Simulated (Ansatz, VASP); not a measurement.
## CdS in VASP and in Ansatz

Contents of INCAR:

```
SYSTEM = CdS
PREC = Accurate ; ENCUT = 600
EDIFF = 1E-6 ; ISMEAR = -1
SIGMA = 0.1 ; LREAL = .False.
LASPH = .True. ; NELM = 60
ALGO = Normal ; ISIF = 3
LWAVE = .False. ; LCHARG = .False.
GGA = PS ; IBRION = 2
NSW = 100 ; EDIFFG = -0.002
```

File KPOINTS:

```
Automatic mesh
0
Gamma
  16 16 16
  0 0 0
```

POSCAR

```
CdS
1.0
    0.0000000000      2.7532440000      2.7532440000
    2.7532440000      0.0000000000      2.7532440000
    2.7532440000      2.7532440000      0.0000000000
Cd S
1 1
Direct
    0.0000000000      0.0000000000      0.0000000000
    0.5000000000      0.5000000000      0.5000000000
```

Input for Ansatz:

```yaml
crystal:
  lattice:
    - [0.0, 2.753244, 2.753244]
    - [2.753244, 0.0, 2.753244]
    - [2.753244, 2.753244, 0.0]
  atoms:
    - { symbol: Cd, position: [0.0, 0.0, 0.0] }
    - { symbol: S, position: [0.5, 0.5, 0.5] }
kpoints:
  mp_grid: { grid: [16, 16, 16] }
scf:
  occupations: { method: fermi_dirac, width: 0.1 }
hamiltonian:
  xc: pbesol
  pseudopotentials: { kind: paw }
relax:
  f_tol: 0.002
  max_steps: 80
  cell: {}
output:
  forces: true
  stress: true
```

Alike in both runs: task relaxation of cell and atoms; functional PBEsol; k mesh 16 × 16 × 16; occupations fermi-dirac, width 0.1 eV; no spin polarisation.

|  | VASP | Ansatz |
| --- | --- | --- |
| version | VASP 6.6.1 | Ansatz 0.2.0 |
| potentials or method | VASP PAW PBE potentials, release 64 (Cd, S) | PAW with Ansatz's default frozen-core files, scalar-relativistic |
| plane-wave cutoff (eV) | 600 | 420 |
| valence electrons in the cell | 18 | 26 |

```tsv
	VASP	Ansatz	Ansatz less VASP
relaxed volume (Å³/atom)	19.77	19.66	-0.116
relaxed cell length with the largest relative difference (Å)	3.824	3.817	-0.0075
```

VASP's potentials were made for PBE, not for PBEsol. VASP's potentials hold 18 valence electrons a cell and Ansatz's 26, so a difference there can come from the potentials and not from the codes.
